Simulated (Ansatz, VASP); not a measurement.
## N in VASP and in Ansatz

```
N
1.0
     9.00000    0.00000    0.00000
     0.00000    9.50000    0.00000
     0.00000    0.00000   10.00000
N
2
Direct
  0.50000 0.50000 0.44475
  0.50000 0.50000 0.55525
```

Alike in both runs: functional revpbe exchange, pbe correlation; k mesh 1 × 1 × 1; occupations fermi-dirac, width 0.02 eV; no spin polarisation.

Ansatz relaxed the structure, and its values are those at the end. VASP's run is a single point on that final structure, the one shown.

|  | VASP | Ansatz |
| --- | --- | --- |
| version | VASP 6.6.1 | Ansatz 0.2.0 |
| potentials or method | VASP PAW PBE potentials, release 64 (N), cutoff 520 eV | plane waves, PAW |
| valence electrons in the cell | 10 | 10 |

Ansatz gave:

```
rms of the force components (eV/Å) : 0.003
```

Which values does VASP return?

rms of the force components (eV/Å): 1.026.

VASP's potentials were made for PBE, not for revpbe exchange, pbe correlation. One of these differences is far larger than is usual between the two programs; its cause wasn't traced. Ansatz's warnings: stress scf threshold loose.

Noted on VASP's run: the standard files for N, O and F lose accuracy on very short bonds.
